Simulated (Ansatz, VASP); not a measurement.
# One calculation of ScGa3, two programs

```
Sc Ga
1.0
     4.05405    0.00000    0.00000
     0.00000    4.05405    0.00000
     0.00000    0.00000    4.09500
Sc Ga
1 3
Cartesian
  0.0000 0.0000 0.0000
  0.0000 2.0270 2.0475
  2.0270 0.0000 2.0475
  2.0270 2.0270 0.0000
```

Change from the starting cell: equal xx and yy strain of -1 %, crystal datasets.

Alike in both runs: task electric field gradients; functional LDA; k mesh 9 × 9 × 9; occupations fermi-dirac, width 0.05 eV; no spin polarisation.

```csv
,VASP,Ansatz
version,VASP 6.6.1,Ansatz 0.2.0
potentials or method,"VASP PAW LDA potentials, release 64 (Sc_sv, Ga_d), cutoff 520 eV","all-electron PAW with datasets made for the crystal, scalar-relativistic"
```

Ansatz gave:

```
pressure (GPa)                                                : -4.0
traceless stress, the component that is largest in VASP (GPa) : -0.79
size of Vzz on the site where it differs most (V/Å²)          : 65.2
```

**Question.** Which values does VASP return?

**Answer.** Pressure (GPa): -3.8; traceless stress, the component that is largest in VASP (GPa): -0.79; size of Vzz on the site where it differs most (V/Å²): 62.6.

LDA's correlation is that of Perdew and Zunger in VASP and of Perdew and Wang (1992) in Ansatz. Ansatz ran all-electron here, and VASP with PAW potentials.
